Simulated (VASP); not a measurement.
# MgB2 (P6/mmm) in VASP: notebook, part 2 of 2

VASP 6.6.1.

### Step 3. Electric field gradients, revPBE

Input file INCAR:

```
PREC = Accurate ; ENCUT = 520
EDIFF = 1E-8 ; ISMEAR = -1
SIGMA = 0.05 ; LREAL = F
LASPH = T ; NELM = 80
ALGO = Normal ; ISIF = 2
LWAVE = F ; LCHARG = F
GGA = RE ; LEFG = T
NBANDS = 11
```

Input file KPOINTS:

```
regular mesh
0
Gamma
  15 15 12
```

Input file POSCAR:

```
MgB2
1.0
    3.0850007055      0.0000000000      0.0000000000
   -1.5425003528      2.6716889817      0.0000000000
    0.0000000000      0.0000000000      3.5230000000
Mg B
1 2
Direct
    0.0000000000      0.0000000000      0.0000000000
    0.3333333333      0.6666666667      0.5000000000
    0.6666666667      0.3333333333      0.5000000000
```

Potentials or basis: VASP PAW PBE potentials, release 64 (Mg, B).

Run with:

```console
$ cat potpaw_PBE.64/Mg/POTCAR potpaw_PBE.64/B/POTCAR > POTCAR
$ mpirun -np 1 vasp_std > vasp.out
```

OUTCAR:

```text
PREC = Accurate
   ENCUT = 520
   EDIFF = 1E-8
   ISMEAR = -1
   LREAL = F
   LASPH = T
   NELM = 80
   ISIF = 2
   GGA = RE

 ion  position               nearest neighbor table
   1  0.000  0.000  0.000-   2 2.51   3 2.51   2 2.51   3 2.51   3 2.51   3 2.51   2 2.51   2 2.51
                             3 2.51   3 2.51   2 2.51   2 2.51
   2  0.333  0.667  0.500-   3 1.78   3 1.78   3 1.78   1 2.51   1 2.51   1 2.51   1 2.51   1 2.51
                             1 2.51
   3  0.667  0.333  0.500-   2 1.78   2 1.78   2 1.78   1 2.51   1 2.51   1 2.51   1 2.51   1 2.51
                             1 2.51

  LATTYP: Found a hexagonal cell.
 ALAT       =     3.0850007055
 C/A-ratio  =     1.1419770484

  Lattice vectors:

 A1 = (   3.0850007055,   0.0000000000,   0.0000000000)
 A2 = (  -1.5425003528,   2.6716889817,   0.0000000000)
 A3 = (   0.0000000000,   0.0000000000,   3.5230000000)

Analysis of symmetry for initial positions (statically):
=====================================================================
 Subroutine PRICEL returns:
 Original cell was already a primitive cell.

 Routine SETGRP: Setting up the symmetry group for a
 hexagonal supercell.

 Subroutine GETGRP returns: Found 24 space group operations
 (whereof 24 operations were pure point group operations)
 out of a pool of 24 trial point group operations.

The static configuration has the point symmetry D_6h.

Analysis of symmetry for dynamics (positions and initial velocities):
=====================================================================
 Subroutine PRICEL returns:
 Original cell was already a primitive cell.
[... 488 lines left out ...]
  band No.  band energies     occupation
      1      -2.7706      2.00000
      2      -2.0600      2.00000
      3       0.9260      2.00000
      4       6.1385      0.00000
      5       8.0867      0.00000
      6      11.0068      0.00000
      7      11.3053      0.00000
      8      13.4723      0.00000
      9      14.9343      0.00000
     10      17.2299      0.00000
     11      19.0597      0.00000

 [... further k-points ...]
[... 5 lines left out ...]
  --------------------------------------------------------------------------------------
  -------------------------------------------------------------------------------------
  Total        0.1432950      0.1432950      0.4051099     -0.0000000     -0.0000000     -0.0000000
  in kB        7.9065620      7.9065620     22.3526822     -0.0000000     -0.0000000     -0.0000000
  external PRESSURE =      12.7219354 kB  Pullay stress =       0.0000000 kB

 VOLUME and BASIS-vectors are now :
 -----------------------------------------------------------------------------
  energy-cutoff  :      520.00
  volume of cell :       29.04
      direct lattice vectors                 reciprocal lattice vectors
     3.085000706  0.000000000  0.000000000     0.324149034  0.187147532  0.000000000
    -1.542500353  2.671688982  0.000000000     0.000000000  0.374295065  0.000000000
     0.000000000  0.000000000  3.523000000     0.000000000  0.000000000  0.283848992

 POSITION                                       TOTAL-FORCE (eV/Angst)
 -----------------------------------------------------------------------------------
      0.00000      0.00000      0.00000        -0.000000      0.000000      0.000000
     -0.00000      1.78113      1.76150        -0.000000     -0.000000     -0.000000
      1.54250      0.89056      1.76150         0.000000      0.000000      0.000000
 -----------------------------------------------------------------------------------
    total drift:                                0.000000     -0.000000     -0.000000

  FREE ENERGIE OF THE ION-ELECTRON SYSTEM (eV)
  ---------------------------------------------------
  free  energy   TOTEN  =       -14.6825497351 eV

  energy  without entropy=      -14.6761462257  energy(sigma->0) =      -14.67934798

 Electric field gradients (V/A^2)
---------------------------------------------------------------------
 ion       V_xx      V_yy      V_zz      V_xy      V_xz      V_yz
---------------------------------------------------------------------
   1       0.197     0.197    -0.394    -0.000     0.000    -0.000
   2      -9.443    -9.443    18.886    -0.000     0.000    -0.000
   3      -9.443    -9.443    18.886    -0.000     0.000    -0.000
---------------------------------------------------------------------

 Electric field gradients after diagonalization (V/A^2)
 (convention: |V_zz| > |V_xx| > |V_yy|)
----------------------------------------------------------------------
 ion       V_xx      V_yy      V_zz     asymmetry (V_yy - V_xx)/ V_zz
----------------------------------------------------------------------
   1       0.197     0.197    -0.394       0.000
   2      -9.443    -9.443    18.886       0.000
   3      -9.443    -9.443    18.886       0.000
----------------------------------------------------------------------

           NMR quadrupolar parameters

 Cq : quadrupolar parameter    Cq=e*Q*V_zz/h
 eta: asymmetry parameters     (V_yy - V_xx)/ V_zz
 Q  : nuclear electric quadrupole moment in mb (millibarn)
----------------------------------------------------------------------
 ion       Cq(MHz)       eta       Q (mb)
----------------------------------------------------------------------
   1      -0.001       0.000       1.000
   2       0.046       0.000       1.000
   3       0.046       0.000       1.000
----------------------------------------------------------------------
```

Run time: 23 s. Hardware: 1 thread of Intel Xeon Platinum 8488C (Sapphire Rapids), shared host; peak memory 0.19 GiB.

What came out:

- Free energy: -14.6825 eV
- Pressure: 1.3 GPa
- Band gap on the k mesh: zero (band 4 reaches 7.15 eV, above the bottom of band 5 at 3.34 eV)

Electric field gradients, principal values (V/Å²):
```
atom   least  middle  greatest (by size)
1 Mg   0.197   0.197              -0.394
 2 B  -9.443  -9.443              18.886
 3 B  -9.443  -9.443              18.886
```

Caveat: without QUAD_EFG the Cq values of the log hold for a quadrupole moment of 1 mb, not for the nuclei; the PAW data sets were made with another functional, which shifts forces and pressure a little.

### Step 4. Density of states, PBE

POSCAR is that of step 3.

Input file INCAR.step1:

```
SYSTEM = MgB2
ALGO     = Normal         ! electronic algorithm
EDIFF    = 1E-6           ! SCF threshold, eV
ENCUT    = 520            ! plane-wave cutoff, eV
GGA      = PE             ! functional
ISIF     = 2              ! what is computed and relaxed
ISMEAR   = -1             ! smearing method
LASPH    = .True.         ! aspherical terms in the spheres
LCHARG   = .True.         ! write CHGCAR
LREAL    = .False.        ! projectors in reciprocal space
LWAVE    = .False.        ! write WAVECAR
NBANDS   = 11             ! bands
NELM     = 100            ! most SCF steps
PREC     = Accurate       ! precision mode
SIGMA    = 0.05           ! smearing width, eV
```

Input file KPOINTS.step1:

```
k-points
0
Gamma
  15 15 12
  0 0 0
```

Input file INCAR.step2:

```
SYSTEM = MgB2
ALGO     = Normal         ! electronic algorithm
EDIFF    = 1E-6           ! SCF threshold, eV
ENCUT    = 520            ! plane-wave cutoff, eV
GGA      = PE             ! functional
ICHARG   = 11             ! starting density
ISIF     = 2              ! what is computed and relaxed
ISMEAR   = -5             ! smearing method
LASPH    = .True.         ! aspherical terms in the spheres
LCHARG   = .False.        ! write CHGCAR
LORBIT   = 11             ! projections on sites
LREAL    = .False.        ! projectors in reciprocal space
LWAVE    = .False.        ! write WAVECAR
NEDOS    = 2001           ! points of the DOS
NELM     = 100            ! most SCF steps
PREC     = Accurate       ! precision mode
SIGMA    = 0.05           ! smearing width, eV
```

Input file KPOINTS.step2:

```
k-points
0
Gamma
  23 23 18
  0 0 0
```

Potentials or basis: VASP PAW PBE potentials, release 64 (Mg, B).

Run with:

```console
$ cat potpaw_PBE.64/Mg/POTCAR potpaw_PBE.64/B/POTCAR > POTCAR
$ cp INCAR.step1 INCAR
$ cp KPOINTS.step1 KPOINTS
$ mpirun -np 1 vasp_std > vasp.out
$ cp INCAR.step2 INCAR
$ cp KPOINTS.step2 KPOINTS
$ mpirun -np 1 vasp_std > vasp.out
```

OUTCAR:

```text
SYSTEM = MgB2
   EDIFF = 1E-6
   ENCUT = 520
   GGA = PE
   ICHARG = 11
   ISIF = 2
   ISMEAR = -5
   LASPH = .True.
   LORBIT = 11
   LREAL = .False.
   NELM = 100
   PREC = Accurate

 ion  position               nearest neighbor table
   1  0.000  0.000  0.000-   2 2.51   3 2.51   2 2.51   3 2.51   3 2.51   3 2.51   2 2.51   2 2.51
                             3 2.51   3 2.51   2 2.51   2 2.51
   2  0.333  0.667  0.500-   3 1.78   3 1.78   3 1.78   1 2.51   1 2.51   1 2.51   1 2.51   1 2.51
                             1 2.51
   3  0.667  0.333  0.500-   2 1.78   2 1.78   2 1.78   1 2.51   1 2.51   1 2.51   1 2.51   1 2.51
                             1 2.51

[... 468 lines left out ...]
  in kB      -17.4941829    -17.4941829     -2.7084606      0.0000000     -0.0000000      0.0000000
  external PRESSURE =     -12.5656088 kB  Pullay stress =       0.0000000 kB

 VOLUME and BASIS-vectors are now :
 -----------------------------------------------------------------------------
  energy-cutoff  :      520.00
  volume of cell :       29.04
      direct lattice vectors                 reciprocal lattice vectors
     3.085000706  0.000000000  0.000000000     0.324149034  0.187147532  0.000000000
    -1.542500353  2.671688982  0.000000000     0.000000000  0.374295065  0.000000000
     0.000000000  0.000000000  3.523000000     0.000000000  0.000000000  0.283848992

 POSITION                                       TOTAL-FORCE (eV/Angst)
 -----------------------------------------------------------------------------------
      0.00000      0.00000      0.00000         0.000000     -0.000000     -0.000000
     -0.00000      1.78113      1.76150        -0.000000      0.000000      0.000000
      1.54250      0.89056      1.76150         0.000000      0.000000     -0.000000
 -----------------------------------------------------------------------------------
    total drift:                                0.000000     -0.000000      0.000000

  FREE ENERGIE OF THE ION-ELECTRON SYSTEM (eV)
  ---------------------------------------------------
  free  energy   TOTEN  =       -15.3225482761 eV

  energy  without entropy=      -15.3225482761  energy(sigma->0) =      -15.32254828

 total charge

# of ion       s       p       d       tot
------------------------------------------
    1        0.158   0.176   0.056   0.390
    2        0.687   1.229   0.000   1.916
    3        0.687   1.229   0.000   1.916
--------------------------------------------------
tot          1.531   2.634   0.056   4.222
```

Wall time 46 s (1 thread of Intel Xeon Platinum 8488C (Sapphire Rapids), shared host); peak memory 0.27 GiB.

What came out:

| Quantity | Value |
| --- | --- |
| Valence electrons inside the program's atomic spheres | Mg 0.39; B 1.92 |

Levels at points of the mesh, in eV from the Fermi level:
```csv
k point,band 2,band 3,band 4,band 5,band 6,band 7
"(0.00, 0.00, 0.00)",-2.90,0.39,0.39,1.69,6.33,6.33
"(0.00, 0.00, 0.50)",-7.38,0.77,0.77,6.66,6.66,7.98
```

Caveat: tetrahedron occupations give inexact forces and stress in metals.

### Step 5. Overview

```tsv
task	level	k mesh for the DOS	occupations for the DOS	gap on the mesh (eV)	pressure (GPa)
electric field gradients	PBE	-	-	none	-1.3
electric field gradients	revPBE	-	-	none	1.3
density of states	PBE	23 × 23 × 18	tetrahedron	-	-
```

Alike in all rows: potentials or basis VASP PAW PBE potentials, release 64 (Mg, B); no spin polarisation; cell as given; k mesh 15 × 15 × 12; cutoff (eV) 520; smearing fermi-dirac 0.05 eV.

Caveats: the PAW data sets were made with another functional, which shifts forces and pressure a little (some runs); tetrahedron occupations give inexact forces and stress in metals (some runs).

Absolute energies hang on the potentials; compare differences alone.
